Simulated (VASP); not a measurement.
# Pb (P6_3/mmc) in VASP: further runs

Runs on Pb. Level: PBEsol. Tasks: single point.

Program: VASP 6.6.1. These are calculated values, not measurements. Logs are shortened: lines on timing, memory, paths and dates and some standing lists are left out, and cuts for length are marked.

**1. The cell of the first run**

It takes space group P6_3/mmc (No. 194, hexagonal). The conventional cell has a = 3.758 Å, b = 3.758 Å, c = 5.143 Å, α = 90.00°, β = 90.00°, γ = 120.00°. Pb (site symmetry -6m2) has 12 Pb at 3.36 to 3.76 Å within 4.4 Å.

This isn't the form of Pb at room conditions, which is fcc.

**2. Single point, PBEsol (strain +0.080 along x and y, -0.080 along z)**

File INCAR:

```
PREC = Accurate
ENCUT = 520
EDIFF = 1E-6
ISMEAR = 0
SIGMA = 0.15
LREAL = F
LASPH = T
NELM = 100
ALGO = Fast
ISIF = 2
LWAVE = F
LCHARG = F
GGA = PS
NBANDS = 21
```

File KPOINTS:

```
Automatic mesh
0
Gamma
  18 18 10
```

File POSCAR:

```
Pb
1.0
    3.7584007458      0.0000000000      0.0000000000
   -1.8792003729      3.2548705235      0.0000000000
    0.0000000000      0.0000000000      5.1428000000
Pb
2
Direct
    0.3333333333      0.6666666667      0.2500000000
    0.6666666667      0.3333333333      0.7500000000
```

Potentials or basis: VASP PAW PBE potentials, release 64 (Pb_d).

The run is started by

```bash
$ cat potpaw_PBE.64/Pb_d/POTCAR > POTCAR
$ mpirun -np 1 vasp_std > vasp.out
```

OUTCAR:

```text
PREC = Accurate
   ENCUT = 520
   EDIFF = 1E-6
   ISMEAR = 0
   LREAL = F
   LASPH = T
   NELM = 100
   ISIF = 2
   GGA = PS

 ion  position               nearest neighbor table
   1  0.333  0.667  0.250-   2 3.36   2 3.36   2 3.36   2 3.36   2 3.36   2 3.36
   2  0.667  0.333  0.750-   1 3.36   1 3.36   1 3.36   1 3.36   1 3.36   1 3.36

  LATTYP: Found a hexagonal cell.
 ALAT       =     3.7584007458
 C/A-ratio  =     1.3683479618

  Lattice vectors:

 A1 = (   3.7584007458,   0.0000000000,   0.0000000000)
 A2 = (  -1.8792003729,   3.2548705235,   0.0000000000)
 A3 = (   0.0000000000,   0.0000000000,   5.1428000000)

Analysis of symmetry for initial positions (statically):
=====================================================================
 Subroutine PRICEL returns:
 Original cell was already a primitive cell.

 Routine SETGRP: Setting up the symmetry group for a
 hexagonal supercell.

 Subroutine GETGRP returns: Found 24 space group operations
 (whereof 12 operations were pure point group operations)
 out of a pool of 24 trial point group operations.

The static configuration has the point symmetry D_3d.
 The point group associated with its full space group is D_6h.

Analysis of symmetry for dynamics (positions and initial velocities):
=====================================================================
 Subroutine PRICEL returns:
 Original cell was already a primitive cell.

 Routine SETGRP: Setting up the symmetry group for a
 hexagonal supercell.

 Subroutine GETGRP returns: Found 24 space group operations
 (whereof 12 operations were pure point group operations)
 out of a pool of 24 trial point group operations.

The dynamic configuration has the point symmetry D_3d.
 The point group associated with its full space group is D_6h.

 Subroutine INISYM returns: Found 24 space group operations
 (whereof 12 operations are pure point group operations),
 and found     1 'primitive' translations

----------------------------------------------------------------------------------------

                                     Primitive cell

  volume of cell :      62.9124

  direct lattice vectors                    reciprocal lattice vectors
     3.758400746  0.000000000  0.000000000     0.266070616  0.153615942  0.000000000
[... 80 lines left out ...]
   ISPIN  =      1    spin polarized calculation?
   LNONCOLLINEAR =      F non collinear calculations
   LSORBIT =      F    spin-orbit coupling
   LASPH  =      T    aspherical Exc in radial PAW
   ENCUT  =  520.0 eV  38.22 Ry    6.18 a.u.   6.99  6.99  9.56*2*pi/ulx,y,z
   NELM   =    100;   NELMIN=  2; NELMDL= -5     # of ELM steps
   EDIFF  = 0.1E-05   stopping-criterion for ELM
   LREAL  =      F    real-space projection
   EDIFFG = 0.1E-04   stopping-criterion for IOM
   NSW    =      0    number of steps for IOM
   IBRION =     -1    ionic relax: 0-MD 1-quasi-New 2-CG
   NFREE  =      0    steps in history (QN), initial steepest desc. (CG)
   ISIF   =      2    stress and relaxation
   ISYM   =      2    0-nonsym 1-usesym 2-fastsym
   POTIM  = 0.5000    time-step for ionic-motion
   TEBEG  =    0.0;   TEEND  =   0.0 temperature during run
   PSTRESS=    0.0 pullay stress
   NELECT =      28.0000    total number of electrons
   NUPDOWN=      -1.0000    fix difference up-down
   EMIN   =  10.00;   EMAX   =-10.00  energy-range for DOS
   EFERMI =   0.00;   METHOD = LEGACY
   ISMEAR =     0;   SIGMA  =   0.15  broadening in eV -4-tet -1-fermi 0-gaus
   EFERMI_NEDOS =   21; number of points for ismear=-14 and -15
   IALGO  =     68    algorithm
   IMIX   =      4    mixing-type and parameters
     AMIX     =   0.40;   BMIX     =  1.00
     AMIX_MAG =   1.60;   BMIX_MAG =  1.00
  volume/ion in A,a.u.               =      31.46       212.28
  Fermi-wavevector in a.u.,A,eV,Ry     =   1.249919  2.362005 21.256364  1.562299
  Thomas-Fermi vector in A             =   2.383938
   LORBIT       =      0    0 simple, 1 ext, 2 COOP (PROOUT), +10 PAW based schemes
   GGA     = PS    functional components
   LHFCALC =     F    Hartree Fock is set to
   AEXX    =    0.0000 exact exchange contribution
   IVDW    =     0    specifies the selected vdW correction
   LEPSILON=     F    determine dielectric tensor
   LRPA    =     F    only Hartree local field effects (RPA)
 non-spin polarized calculation
 RMM-DIIS sequential band-by-band and
 Gauss-broadening in eV      SIGMA  =   0.15
  energy-cutoff  :      520.00
  volume of cell :       62.91
 maximum number of plane-waves:      1717
 NGX is ok and might be reduce to    28
   NGX = 13   NGY = 13   NGZ = 19

 number of electron      28.0000004 magnetization

 Free energy of the ion-electron system (eV)
  ---------------------------------------------------
  ext. energy  EPLUGINS =         0.00000000
  ---------------------------------------------------
  free energy    TOTEN  =        -7.82942944 eV

  energy without entropy =       -7.81402377  energy(sigma->0) =       -7.82172661

 E-fermi :   6.6863     XC(G=0): -10.1509

 val. band max:        6.6842847379   @ k =   0.4444   0.0000   0.1000
 cond. band min:       6.6878269104   @ k =   0.1667   0.1111   0.1000
 fundamental gap:      0.0035421725
 Fermi energy:         6.6863002286

 k-point     1 :       0.0000    0.0000    0.0000
  band No.  band energies     occupation
      1     -10.3249      2.00000
      2     -10.3061      2.00000
      3     -10.3061      2.00000
      4     -10.2506      2.00000
      5     -10.2506      2.00000
      6     -10.2216      2.00000
[... 565 lines left out ...]
     20      13.7337      0.00000
     21      17.9953      0.00000

 [... further k-points ...]

------------------------ aborting loop because EDIFF is reached ----------------------------------------

  FORCE on cell =-STRESS in cart. coord.  units (eV):
  Direction    XX          YY          ZZ          XY          YZ          ZX
  --------------------------------------------------------------------------------------
  -------------------------------------------------------------------------------------
  Total       -0.9373359     -0.9373359      0.5039801      0.0000000      0.0000000      0.0000000
  in kB      -23.8709343    -23.8709343     12.8347541      0.0000000      0.0000000      0.0000000
  external PRESSURE =     -11.6357048 kB  Pullay stress =       0.0000000 kB

 VOLUME and BASIS-vectors are now :
 -----------------------------------------------------------------------------
  energy-cutoff  :      520.00
  volume of cell :       62.91
      direct lattice vectors                 reciprocal lattice vectors
     3.758400746  0.000000000  0.000000000     0.266070616  0.153615942  0.000000000
    -1.879200373  3.254870524  0.000000000     0.000000000  0.307231883  0.000000000
     0.000000000  0.000000000  5.142800000     0.000000000  0.000000000  0.194446605

 POSITION                                       TOTAL-FORCE (eV/Angst)
 -----------------------------------------------------------------------------------
     -0.00000      2.16991      1.28570         0.000000      0.000000      0.000000
      1.87920      1.08496      3.85710        -0.000000      0.000000      0.000000
 -----------------------------------------------------------------------------------
    total drift:                               -0.000000      0.000000      0.000000

  FREE ENERGIE OF THE ION-ELECTRON SYSTEM (eV)
  ---------------------------------------------------
  free  energy   TOTEN  =        -7.8294294415 eV

  energy  without entropy=       -7.8140237691  energy(sigma->0) =       -7.82172661
```

OSZICAR:

```text
N       E                     dE             d eps       ncg     rms          rms(c)
DAV:   1     0.294323720782E+03    0.29432E+03   -0.14270E+04  9339   0.161E+03
DAV:   2     0.134240937755E+02   -0.28090E+03   -0.27444E+03  9409   0.405E+02
DAV:   3    -0.718389432714E+01   -0.20608E+02   -0.20397E+02 11369   0.135E+02
DAV:   4    -0.783267041325E+01   -0.64878E+00   -0.64832E+00 11050   0.276E+01
DAV:   5    -0.786501756989E+01   -0.32347E-01   -0.32346E-01 12801   0.560E+00    0.841E-01
RMM:   6    -0.783661339729E+01    0.28404E-01   -0.40099E-02 10562   0.242E+00    0.423E-01
RMM:   7    -0.782907252042E+01    0.75409E-02   -0.26695E-02 10363   0.156E+00    0.134E-01
RMM:   8    -0.782914428717E+01   -0.71767E-04   -0.65418E-03 13035   0.112E+00    0.291E-02
RMM:   9    -0.782939026051E+01   -0.24597E-03   -0.27680E-03 13635   0.421E-01    0.223E-02
RMM:  10    -0.782942170780E+01   -0.31447E-04   -0.36967E-04 14521   0.188E-01    0.181E-02
RMM:  11    -0.782943266509E+01   -0.10957E-04   -0.76895E-05 12593   0.669E-02    0.121E-02
RMM:  12    -0.782942928629E+01    0.33788E-05   -0.13354E-05 10862   0.481E-02    0.548E-03
RMM:  13    -0.782942944149E+01   -0.15519E-06   -0.75587E-06 10710   0.266E-02
   1 F= -.78294294E+01 E0= -.78217266E+01  d E =-.154057E-01
```

stdout:

```text
POSCAR found type information on POSCAR Pb
 POSCAR found :  1 types and       2 ions
 scaLAPACK will be used
 -----------------------------------------------------------------------------
|                                                                             |
|                                                                             |
|     You enforced a specific xc type in the INCAR file but a different       |
|     I HOPE YOU KNOW WHAT YOU ARE DOING!                                     |
|                                                                             |
 -----------------------------------------------------------------------------

 LDA part: xc-table for (Slater+PW92), standard interpolation
 POSCAR, INCAR and KPOINTS ok, starting setup
 FFT: planning ... GRIDC
 FFT: planning ... GRID_SOFT
 FFT: planning ... GRID
 WAVECAR not read
 entering main loop
```

Run time: 2.1 min. Hardware: 1 thread of Intel Xeon 6975P-C (Granite Rapids), shared host; peak memory 0.35 GiB.

What came out:

```yaml
Free_energy: -7.8294 eV
Pressure: -1.2 GPa
Band_gap_on_the_k_mesh: zero (bands 14 and 15 overlap by 6.39 eV)
```

Stress tensor (GPa, compression positive):
```
-2.39  0.00  0.00
 0.00 -2.39  0.00
 0.00  0.00  1.28
```

Levels at points of the mesh, in eV from the Fermi level:
```tsv
k point	band 12	band 13	band 14	band 15	band 16	band 17
(0.00, 0.00, 0.00)	-6.64	-3.49	3.53	3.53	5.81	5.81
(0.50, 0.00, 0.00)	-7.40	-2.15	-0.37	-0.15	0.71	1.97
(0.00, 0.00, 0.50)	-10.07	2.61	2.61	4.69	4.69	4.69
(0.50, 0.00, 0.50)	-7.80	-3.57	-3.57	2.51	2.51	4.00
```

Caveat: the cell differs from its parent crystal (strain +0.080 along x and y, -0.080 along z); the PAW data sets were made with another functional, which shifts forces and pressure a little; spin-orbit coupling is left out, which moves the levels of the heavy elements.

**3. Single point, PBEsol (strain +0.000 along x and y, +0.080 along z)**

File INCAR:

```
PREC     = Accurate       # precision mode
ENCUT    = 520            # plane-wave cutoff, eV
EDIFF    = 1E-6           # SCF threshold, eV
ISMEAR   = 0              # smearing method
SIGMA    = 0.15           # smearing width, eV
LREAL    = False          # projectors in reciprocal space
LASPH    = True           # aspherical terms in the spheres
NELM     = 100            # most SCF steps
ALGO     = Fast           # electronic algorithm
ISIF     = 2              # what is computed and relaxed
LWAVE    = False          # write WAVECAR
LCHARG   = False          # write CHGCAR
GGA      = PS             # functional
NBANDS   = 21             # bands
```

File KPOINTS:

```
regular mesh
0
Gamma
  18 18 10
```

File POSCAR:

```
Pb
1.0
    3.4800006906      0.0000000000      0.0000000000
   -1.7400003453      3.0137690032      0.0000000000
    0.0000000000      0.0000000000      6.0372000000
Pb
2
Direct
    0.3333333333      0.6666666667      0.2500000000
    0.6666666667      0.3333333333      0.7500000000
```

Potentials or basis: VASP PAW PBE potentials, release 64 (Pb_d).

The run is started by

```bash
$ cat potpaw_PBE.64/Pb_d/POTCAR > POTCAR
$ mpirun -np 1 vasp_std > vasp.out
```

It took 2.6 min on 1 thread of Intel Xeon 6975P-C (Granite Rapids), shared host; peak memory 0.36 GiB.

Results (log left out):

| Item | Value |
| --- | --- |
| Free energy | -7.9442 eV |
| Pressure | -2.4 GPa |
| Band gap on the k mesh | zero (bands 14 and 15 overlap by 7.85 eV) |

Stress tensor (GPa, compression positive):
```
-1.77  0.00  0.00
 0.00 -1.77  0.00
 0.00  0.00 -3.61
```

Levels at points of the mesh, in eV from the Fermi level:
| k point | band 10 | band 11 | band 12 | band 13 | band 14 | band 15 | band 16 | band 17 | band 18 | band 19 |
| --- | --- | --- | --- | --- | --- | --- | --- | --- | --- | --- |
| (0.00, 0.00, 0.00) | -16.72 | -11.48 | -8.57 | -4.10 | 6.01 | 6.01 | 6.12 | 7.49 | 7.49 | 9.21 |
| (0.50, 0.00, 0.00) | -16.67 | -8.04 | -7.02 | -3.06 | -1.82 | -0.38 | 1.68 | 2.46 | 5.34 | 6.46 |
| (0.00, 0.00, 0.50) | -16.77 | -10.46 | -10.46 | 0.06 | 0.06 | 6.71 | 6.71 | 6.71 | 6.71 | 9.63 |
| (0.50, 0.00, 0.50) | -16.67 | -7.43 | -7.43 | -3.51 | -3.51 | 3.02 | 3.02 | 3.60 | 3.60 | 6.70 |

Caveat: the cell differs from its parent crystal (strain +0.000 along x and y, +0.080 along z); the PAW data sets were made with another functional, which shifts forces and pressure a little; spin-orbit coupling is left out, which moves the levels of the heavy elements.

**4. Single point, PBEsol (strain +0.040 along x and y, +0.000 along z)**

File INCAR:

```
SYSTEM = Pb
PREC = Accurate
ENCUT = 520
EDIFF = 1E-6
ISMEAR = 0
SIGMA = 0.15
LREAL = .False.
LASPH = .True.
NELM = 60
ALGO = Fast
ISIF = 2
LWAVE = .False.
LCHARG = .False.
GGA = PS
NBANDS = 21
```

File KPOINTS:

```
Automatic mesh
0
Gamma
  18 18 10
  0 0 0
```

File POSCAR:

```
Pb
1.0
    3.6192007182      0.0000000000      0.0000000000
   -1.8096003591      3.1343197634      0.0000000000
    0.0000000000      0.0000000000      5.5900000000
Pb
2
Direct
    0.3333333333      0.6666666667      0.2500000000
    0.6666666667      0.3333333333      0.7500000000
```

The run is started by

```bash
$ cat potpaw_PBE.64/Pb_d/POTCAR > POTCAR
$ mpirun -np 1 vasp_std > vasp.out
```

It took 1.9 min on 1 thread of Intel Xeon 6975P-C (Granite Rapids), shared host; peak memory 0.35 GiB.

The run converged. Its results:

- Free energy: -7.9252 eV
- Pressure: -2.3 GPa
- Band gap on the k mesh: zero (bands 14 and 15 overlap by 6.90 eV)

Stress tensor (GPa, compression positive):
```
-3.10  0.00  0.00
 0.00 -3.10  0.00
 0.00  0.00 -0.70
```

Levels at points of the mesh, in eV from the Fermi level:
| k point | band 12 | band 13 | band 14 | band 15 | band 16 | band 17 |
| --- | --- | --- | --- | --- | --- | --- |
| (0.00, 0.00, 0.00) | -7.59 | -3.81 | 4.77 | 4.77 | 6.63 | 6.63 |
| (0.50, 0.00, 0.00) | -7.15 | -2.60 | -1.01 | -0.42 | 1.63 | 1.80 |
| (0.00, 0.00, 0.50) | -10.18 | 1.33 | 1.33 | 5.67 | 5.67 | 5.67 |
| (0.50, 0.00, 0.50) | -7.58 | -3.46 | -3.46 | 3.07 | 3.07 | 3.70 |

Caveat: the cell differs from its parent crystal (strain +0.040 along x and y, +0.000 along z); the PAW data sets were made with another functional, which shifts forces and pressure a little; spin-orbit coupling is left out, which moves the levels of the heavy elements.

**5. Single point, PBEsol (strain +0.080 along x and y, -0.040 along z)**

INCAR is that of step 4.

KPOINTS is that of step 4.

File POSCAR:

```
Pb
1.0
    3.7584007458      0.0000000000      0.0000000000
   -1.8792003729      3.2548705235      0.0000000000
    0.0000000000      0.0000000000      5.3664000000
Pb
2
Direct
    0.3333333333      0.6666666667      0.2500000000
    0.6666666667      0.3333333333      0.7500000000
```

The run is started by

```bash
$ cat potpaw_PBE.64/Pb_d/POTCAR > POTCAR
$ mpirun -np 1 vasp_std > vasp.out
```

Run time: 1.9 min. Hardware: 1 thread of Intel Xeon 6975P-C (Granite Rapids), shared host; peak memory 0.35 GiB.

Results (log left out):

```yaml
Free_energy: -7.8318 eV
Pressure: -3.1 GPa
Band_gap_on_the_k_mesh: zero (bands 14 and 15 overlap by 6.23 eV)
```

Stress tensor (GPa, compression positive):
```
-4.04  0.00  0.00
 0.00 -4.04  0.00
 0.00  0.00 -1.10
```

Levels at points of the mesh, in eV from the Fermi level:
```
           k point  band 10  band 11  band 12  band 13  band 14  band 15  band 16  band 17  band 18  band 19
(0.00, 0.00, 0.00)   -16.70   -11.28    -7.01    -3.46     3.80     3.80     5.85     5.85     6.84     7.89
(0.50, 0.00, 0.00)   -16.66    -8.60    -7.28    -2.29    -0.45    -0.38     1.02     1.85     5.20     5.32
(0.00, 0.00, 0.50)   -16.75    -9.92    -9.92     2.02     2.02     4.81     4.81     4.81     4.81     8.06
(0.50, 0.00, 0.50)   -16.71    -7.72    -7.72    -3.37    -3.37     2.61     2.61     3.80     3.80     6.93
```

Caveat: the cell differs from its parent crystal (strain +0.080 along x and y, -0.040 along z); the cell stands under tension; the PAW data sets were made with another functional, which shifts forces and pressure a little; spin-orbit coupling is left out, which moves the levels of the heavy elements.

**6. Overview**

| cell | gap on the mesh (eV) | pressure (GPa) |
| --- | --- | --- |
| a = 3.758, b = 3.758, c = 5.143 Å, angles 90.0, 90.0, 120.0°, 2 atoms | none | -1.2 |
| a = 3.480, b = 3.480, c = 6.037 Å, angles 90.0, 90.0, 120.0°, 2 atoms | none | -2.4 |
| a = 3.619, b = 3.619, c = 5.590 Å, angles 90.0, 90.0, 120.0°, 2 atoms | none | -2.3 |
| a = 3.758, b = 3.758, c = 5.366 Å, angles 90.0, 90.0, 120.0°, 2 atoms | none | -3.1 |

Alike in all rows: task single point; level PBEsol; potentials or basis VASP PAW PBE potentials, release 64 (Pb_d); no spin polarisation; k mesh 18 × 18 × 10; cutoff (eV) 520; smearing gaussian 0.15 eV.

Caveats: the PAW data sets were made with another functional, which shifts forces and pressure a little; spin-orbit coupling is left out, which moves the levels of the heavy elements; the cell stands under tension (at least some runs).

Absolute energies hang on the potentials; compare differences alone.

The gap in the log of VASP goes by the Fermi energy; the results here count the filled bands.